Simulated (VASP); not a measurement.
# CdS (F-43m) in VASP: notebook

Runs on CdS. Level: PBE. Tasks: single point.

Everything below comes from runs of VASP 6.6.1. Logs are shortened: lines on timing, memory, paths and dates and some standing lists are left out, and cuts for length are marked.

### Step 1. The cell of the first run

It takes space group F-43m (No. 216, cubic). The conventional cell has a = 5.927 Å, b = 5.927 Å, c = 5.927 Å, α = 90.00°, β = 90.00°, γ = 90.00°. Cd (site symmetry -43m) has 4 S at 2.57 Å within 3.4 Å. Within 3.4 Å of S (site symmetry -43m) lie 4 Cd at 2.57 Å.

### Step 2. Single point, PBE (volume scaled by 1.000 of the coarse rest volume)

The input, INCAR:

```
SYSTEM = CdS
PREC = Accurate ; ENCUT = 520
EDIFF = 1E-6 ; ISMEAR = 0
SIGMA = 0.02 ; LREAL = .False.
LASPH = .True. ; NELM = 60
ALGO = Normal ; ISIF = 2
LWAVE = .False. ; LCHARG = .False.
GGA = PE ; NBANDS = 16
```

The input, KPOINTS:

```
Automatic mesh
0
Gamma
  8 8 8
  0 0 0
```

The input, POSCAR:

```
CdS
1.0
    0.0000000000      2.9634000000      2.9634000000
    2.9634000000      0.0000000000      2.9634000000
    2.9634000000      2.9634000000      0.0000000000
Cd S
1 1
Direct
    0.0000000000      0.0000000000      0.0000000000
    0.2500000000      0.2500000000      0.2500000000
```

Potentials or basis: VASP PAW PBE potentials, release 64 (Cd, S).

Started as:

```console
> cat potpaw_PBE.64/Cd/POTCAR potpaw_PBE.64/S/POTCAR > POTCAR
> mpirun -np 1 vasp_std > vasp.out
```

OUTCAR:

```text
SYSTEM = CdS
   PREC = Accurate
   ENCUT = 520
   EDIFF = 1E-6
   ISMEAR = 0
   LREAL = .False.
   LASPH = .True.
   NELM = 60
   ISIF = 2
   GGA = PE

 ion  position               nearest neighbor table
   1  0.000  0.000  0.000-   2 2.57   2 2.57   2 2.57   2 2.57
   2  0.250  0.250  0.250-   1 2.57   1 2.57   1 2.57   1 2.57

  LATTYP: Found a face centered cubic cell.
 ALAT       =     5.9268000000

  Lattice vectors:

 A1 = (   0.0000000000,   2.9634000000,   2.9634000000)
 A2 = (   2.9634000000,   0.0000000000,   2.9634000000)
 A3 = (   2.9634000000,   2.9634000000,   0.0000000000)

Analysis of symmetry for initial positions (statically):
=====================================================================
 Subroutine PRICEL returns:
 Original cell was already a primitive cell.

 Routine SETGRP: Setting up the symmetry group for a
 face centered cubic supercell.

 Subroutine GETGRP returns: Found 24 space group operations
 (whereof 24 operations were pure point group operations)
 out of a pool of 48 trial point group operations.

The static configuration has the point symmetry T_d .

Analysis of symmetry for dynamics (positions and initial velocities):
=====================================================================
 Subroutine PRICEL returns:
 Original cell was already a primitive cell.

 Routine SETGRP: Setting up the symmetry group for a
 face centered cubic supercell.

 Subroutine GETGRP returns: Found 24 space group operations
 (whereof 24 operations were pure point group operations)
 out of a pool of 48 trial point group operations.

The dynamic configuration has the point symmetry T_d .

 Subroutine INISYM returns: Found 24 space group operations
 (whereof 24 operations are pure point group operations),
 and found     1 'primitive' translations

----------------------------------------------------------------------------------------

                                     Primitive cell

  volume of cell :      52.0476

  direct lattice vectors                    reciprocal lattice vectors
     0.000000000  2.963400000  2.963400000    -0.168725113  0.168725113  0.168725113
     2.963400000  0.000000000  2.963400000     0.168725113 -0.168725113  0.168725113
     2.963400000  2.963400000  0.000000000     0.168725113  0.168725113 -0.168725113
[... 74 lines left out ...]
 SYSTEM =  CdS
   PREC   = accura    normal or accurate (medium, high low for compatibility)
   ISTART =      0    job   : 0-new  1-cont  2-samecut
   ICHARG =      2    charge: 1-file 2-atom 10-const
   ISPIN  =      1    spin polarized calculation?
   LNONCOLLINEAR =      F non collinear calculations
   LSORBIT =      F    spin-orbit coupling
   LASPH  =      T    aspherical Exc in radial PAW
   ENCUT  =  520.0 eV  38.22 Ry    6.18 a.u.   7.79  7.79  7.79*2*pi/ulx,y,z
   NELM   =     60;   NELMIN=  2; NELMDL= -5     # of ELM steps
   EDIFF  = 0.1E-05   stopping-criterion for ELM
   LREAL  =      F    real-space projection
   EDIFFG = 0.1E-04   stopping-criterion for IOM
   NSW    =      0    number of steps for IOM
   IBRION =     -1    ionic relax: 0-MD 1-quasi-New 2-CG
   NFREE  =      0    steps in history (QN), initial steepest desc. (CG)
   ISIF   =      2    stress and relaxation
   ISYM   =      2    0-nonsym 1-usesym 2-fastsym
   POTIM  = 0.5000    time-step for ionic-motion
   TEBEG  =    0.0;   TEEND  =   0.0 temperature during run
   PSTRESS=    0.0 pullay stress
   NELECT =      18.0000    total number of electrons
   NUPDOWN=      -1.0000    fix difference up-down
   EMIN   =  10.00;   EMAX   =-10.00  energy-range for DOS
   EFERMI =   0.00;   METHOD = LEGACY
   ISMEAR =     0;   SIGMA  =   0.02  broadening in eV -4-tet -1-fermi 0-gaus
   EFERMI_NEDOS =   21; number of points for ismear=-14 and -15
   IALGO  =     38    algorithm
   IMIX   =      4    mixing-type and parameters
     AMIX     =   0.40;   BMIX     =  1.00
     AMIX_MAG =   1.60;   BMIX_MAG =  1.00
  volume/ion in A,a.u.               =      26.02       175.62
  Fermi-wavevector in a.u.,A,eV,Ry     =   1.149120  2.171522 17.966178  1.320477
  Thomas-Fermi vector in A             =   2.285791
   LORBIT       =      0    0 simple, 1 ext, 2 COOP (PROOUT), +10 PAW based schemes
   GGA     = PE    functional components
   LHFCALC =     F    Hartree Fock is set to
   AEXX    =    0.0000 exact exchange contribution
   IVDW    =     0    specifies the selected vdW correction
   LEPSILON=     F    determine dielectric tensor
   LRPA    =     F    only Hartree local field effects (RPA)
 non-spin polarized calculation
 Gauss-broadening in eV      SIGMA  =   0.02
  energy-cutoff  :      520.00
  volume of cell :       52.05
 maximum number of plane-waves:      1424
   NGX = 15   NGY = 15   NGZ = 15

 number of electron      18.0000001 magnetization

 Free energy of the ion-electron system (eV)
  ---------------------------------------------------
  ext. energy  EPLUGINS =         0.00000000
  ---------------------------------------------------
  free energy    TOTEN  =        -6.14719009 eV

  energy without entropy =       -6.14719009  energy(sigma->0) =       -6.14719009

 E-fermi :   1.0603     XC(G=0):  -8.9274

 val. band max:        0.9166625015   @ k =   0.0000   0.0000   0.0000
 cond. band min:       1.9599577334   @ k =   0.0000   0.0000   0.0000
 fundamental gap:      1.0432952319
 Fermi energy:         1.0603248993

 k-point     1 :       0.0000    0.0000    0.0000
  band No.  band energies     occupation
      1     -11.1712      2.00000
      2      -6.6513      2.00000
      3      -6.6513      2.00000
      4      -6.6513      2.00000
      5      -6.2341      2.00000
      6      -6.2341      2.00000
[... 433 lines left out ...]
      3      -6.4737      2.00000
      4      -6.2546      2.00000
      5      -6.2103      2.00000
      6      -5.7944      2.00000
[... 8 lines left out ...]
     15      13.0865      0.00000
     16      13.9294      0.00000

 [... further k-points ...]
[... 5 lines left out ...]
  --------------------------------------------------------------------------------------
  -------------------------------------------------------------------------------------
  Total        0.0928609      0.0928609      0.0928609      0.0000000      0.0000000     -0.0000000
  in kB        2.8585299      2.8585299      2.8585299      0.0000000      0.0000000     -0.0000000
  external PRESSURE =       2.8585299 kB  Pullay stress =       0.0000000 kB

 VOLUME and BASIS-vectors are now :
 -----------------------------------------------------------------------------
  energy-cutoff  :      520.00
  volume of cell :       52.05
      direct lattice vectors                 reciprocal lattice vectors
     0.000000000  2.963400000  2.963400000    -0.168725113  0.168725113  0.168725113
     2.963400000  0.000000000  2.963400000     0.168725113 -0.168725113  0.168725113
     2.963400000  2.963400000  0.000000000     0.168725113  0.168725113 -0.168725113

 POSITION                                       TOTAL-FORCE (eV/Angst)
 -----------------------------------------------------------------------------------
      0.00000      0.00000      0.00000        -0.000000     -0.000000     -0.000000
      1.48170      1.48170      1.48170         0.000000      0.000000      0.000000
 -----------------------------------------------------------------------------------
    total drift:                               -0.000000     -0.000000     -0.000000

  FREE ENERGIE OF THE ION-ELECTRON SYSTEM (eV)
  ---------------------------------------------------
  free  energy   TOTEN  =        -6.1471900919 eV

  energy  without entropy=       -6.1471900919  energy(sigma->0) =       -6.14719009
```

Wall time 22 s (1 thread of Intel Xeon 6975P-C, shared host); peak memory 0.18 GiB.

Results:

```
Free energy            : -6.1472 eV
Pressure               : 0.3 GPa
Band gap on the k mesh : 1.04 eV, direct
```

Caveat: the cell differs from its parent crystal (volume scaled by 1.000 of the coarse rest volume).

### Step 3. Single point, PBE

This run uses another cell than the first one, of 26.89 Å³/atom, 1.033 times its volume.

The input, INCAR:

```
SYSTEM = CdS
  PREC = Accurate
  ENCUT = 500
  EDIFF = 1E-6
  ISMEAR = 0
  SIGMA = 0.05
  LREAL = .False.
  LASPH = .True.
  NELM = 120
  ALGO = Normal
  ISIF = 2
  LWAVE = .False.
  LCHARG = .True.
  GGA = PE
  LELF = .True.
  LVHAR = .True.
  NBANDS = 16
  GGA_COMPAT = .False.
```

The input, KPOINTS:

```
regular mesh
0
Gamma
  6 6 6
  0 0 0
```

The input, POSCAR:

```
CdS
1.0
    0.0000000000      2.9961014869      2.9961014869
    2.9961014869      0.0000000000      2.9961014869
    2.9961014869      2.9961014869      0.0000000000
Cd S
1 1
Direct
    0.0000000000      0.0000000000      0.0000000000
    0.2500000000      0.2500000000      0.2500000000
```

Potentials or basis: VASP PAW PBE potentials, release 64 (Cd, S).

Started as:

```console
> cat potpaw_PBE.64/Cd/POTCAR potpaw_PBE.64/S/POTCAR > POTCAR
> mpirun -np 1 vasp_std > vasp.out
```

OUTCAR:

```text
SYSTEM = CdS
   PREC = Accurate
   ENCUT = 500
   EDIFF = 1E-6
   ISMEAR = 0
   LREAL = .False.
   LASPH = .True.
   NELM = 120
   ISIF = 2
   GGA = PE

 ion  position               nearest neighbor table
   1  0.000  0.000  0.000-   2 2.59   2 2.59   2 2.59   2 2.59
   2  0.250  0.250  0.250-   1 2.59   1 2.59   1 2.59   1 2.59

  LATTYP: Found a face centered cubic cell.
 ALAT       =     5.9922029738

  Lattice vectors:

 A1 = (   0.0000000000,   2.9961014869,   2.9961014869)
 A2 = (   2.9961014869,   0.0000000000,   2.9961014869)
 A3 = (   2.9961014869,   2.9961014869,   0.0000000000)

Analysis of symmetry for initial positions (statically):
=====================================================================
 Subroutine PRICEL returns:
 Original cell was already a primitive cell.

 Routine SETGRP: Setting up the symmetry group for a
 face centered cubic supercell.

 Subroutine GETGRP returns: Found 24 space group operations
 (whereof 24 operations were pure point group operations)
 out of a pool of 48 trial point group operations.

The static configuration has the point symmetry T_d .

Analysis of symmetry for dynamics (positions and initial velocities):
=====================================================================
 Subroutine PRICEL returns:
 Original cell was already a primitive cell.

 Routine SETGRP: Setting up the symmetry group for a
 face centered cubic supercell.

 Subroutine GETGRP returns: Found 24 space group operations
 (whereof 24 operations were pure point group operations)
 out of a pool of 48 trial point group operations.

The dynamic configuration has the point symmetry T_d .

 Subroutine INISYM returns: Found 24 space group operations
 (whereof 24 operations are pure point group operations),
 and found     1 'primitive' translations

----------------------------------------------------------------------------------------

[... 101 lines left out ...]
   IMIX   =      4    mixing-type and parameters
     AMIX     =   0.40;   BMIX     =  1.00
     AMIX_MAG =   1.60;   BMIX_MAG =  1.00
  volume/ion in A,a.u.               =      26.89       181.50
  Fermi-wavevector in a.u.,A,eV,Ry     =   1.136578  2.147820 17.576128  1.291809
  Thomas-Fermi vector in A             =   2.273283
   LORBIT       =      0    0 simple, 1 ext, 2 COOP (PROOUT), +10 PAW based schemes
   GGA     = PE    functional components
   LHFCALC =     F    Hartree Fock is set to
   AEXX    =    0.0000 exact exchange contribution
   IVDW    =     0    specifies the selected vdW correction
   LEPSILON=     F    determine dielectric tensor
   LRPA    =     F    only Hartree local field effects (RPA)
 non-spin polarized calculation
 Gauss-broadening in eV      SIGMA  =   0.05
  energy-cutoff  :      500.00
  volume of cell :       53.79
 maximum number of plane-waves:      1380
   NGX = 15   NGY = 15   NGZ = 15

 number of electron      17.9999993 magnetization

 Free energy of the ion-electron system (eV)
  ---------------------------------------------------
  ext. energy  EPLUGINS =         0.00000000
  ---------------------------------------------------
  free energy    TOTEN  =        -6.13908776 eV

  energy without entropy =       -6.13908776  energy(sigma->0) =       -6.13908776

 E-fermi :   0.8859     XC(G=0):  -8.7763

 val. band max:        0.6609655533   @ k =   0.0000   0.0000   0.0000
 cond. band min:       1.6280332675   @ k =   0.0000   0.0000   0.0000
 fundamental gap:      0.9670677142
 Fermi energy:         0.8858889159

 k-point     1 :       0.0000    0.0000    0.0000
  band No.  band energies     occupation
      1     -11.2473      2.00000
      2      -6.8157      2.00000
      3      -6.8157      2.00000
      4      -6.8157      2.00000
      5      -6.4384      2.00000
      6      -6.4384      2.00000
[... 281 lines left out ...]
      3      -6.6018      2.00000
      4      -6.4973      2.00000
      5      -6.4041      2.00000
      6      -5.9608      2.00000
[... 8 lines left out ...]
     15      13.6091      0.00000
     16      13.6888      0.00000

------------------------ aborting loop because EDIFF is reached ----------------------------------------

  FORCE on cell =-STRESS in cart. coord.  units (eV):
  Direction    XX          YY          ZZ          XY          YZ          ZX
  --------------------------------------------------------------------------------------
  -------------------------------------------------------------------------------------
  Total       -0.4676103     -0.4676103     -0.4676103      0.0000000     -0.0000000      0.0000000
  in kB      -13.9282034    -13.9282034    -13.9282034      0.0000000     -0.0000000      0.0000000
  external PRESSURE =     -13.9282034 kB  Pullay stress =       0.0000000 kB

 VOLUME and BASIS-vectors are now :
 -----------------------------------------------------------------------------
  energy-cutoff  :      500.00
  volume of cell :       53.79
      direct lattice vectors                 reciprocal lattice vectors
     0.000000000  2.996101487  2.996101487    -0.166883533  0.166883533  0.166883533
     2.996101487  0.000000000  2.996101487     0.166883533 -0.166883533  0.166883533
     2.996101487  2.996101487  0.000000000     0.166883533  0.166883533 -0.166883533

 POSITION                                       TOTAL-FORCE (eV/Angst)
 -----------------------------------------------------------------------------------
      0.00000      0.00000      0.00000        -0.000000     -0.000000     -0.000000
      1.49805      1.49805      1.49805         0.000000      0.000000      0.000000
 -----------------------------------------------------------------------------------
    total drift:                                0.000000      0.000000     -0.000000

  FREE ENERGIE OF THE ION-ELECTRON SYSTEM (eV)
  ---------------------------------------------------
  free  energy   TOTEN  =        -6.1390877613 eV

  energy  without entropy=       -6.1390877613  energy(sigma->0) =       -6.13908776
```

OSZICAR:

```text
N       E                     dE             d eps       ncg     rms          rms(c)
DAV:   1     0.105525631019E+03    0.10553E+03   -0.86947E+03   536   0.976E+02
DAV:   2    -0.241706546994E+01   -0.10794E+03   -0.10131E+03   624   0.248E+02
DAV:   3    -0.667480210742E+01   -0.42577E+01   -0.42515E+01   656   0.507E+01
DAV:   4    -0.670176333146E+01   -0.26961E-01   -0.26960E-01   624   0.398E+00
DAV:   5    -0.670215928446E+01   -0.39595E-03   -0.39595E-03   656   0.450E-01    0.684E+00
DAV:   6    -0.615545782118E+01    0.54670E+00   -0.89235E-01   768   0.110E+01    0.567E+00
DAV:   7    -0.613875717920E+01    0.16701E-01   -0.17897E-01   592   0.288E+00    0.288E+00
DAV:   8    -0.613886609470E+01   -0.10892E-03   -0.15377E-02   616   0.150E+00    0.251E-01
DAV:   9    -0.613883349191E+01    0.32603E-04   -0.17749E-03   592   0.569E-01    0.664E-02
DAV:  10    -0.613900200682E+01   -0.16851E-03   -0.24725E-04   592   0.140E-01    0.760E-02
DAV:  11    -0.613909391471E+01   -0.91908E-04   -0.14785E-04   648   0.864E-02    0.273E-02
DAV:  12    -0.613908678520E+01    0.71295E-05   -0.19672E-05   624   0.510E-02    0.809E-03
DAV:  13    -0.613908776130E+01   -0.97610E-06   -0.25025E-06   632   0.969E-03
   1 F= -.61390878E+01 E0= -.61390878E+01  d E =-.637643E-12
```

Run time: 16 s. Hardware: 1 thread of Intel Xeon Platinum 8488C (Sapphire Rapids), shared host; peak memory 0.18 GiB.

Results:

```
Free energy            : -6.1391 eV
Pressure               : -1.4 GPa
Band gap on the k mesh : 0.97 eV, direct
```

PBE gaps usually lie below the measured ones, often by a third to a half.
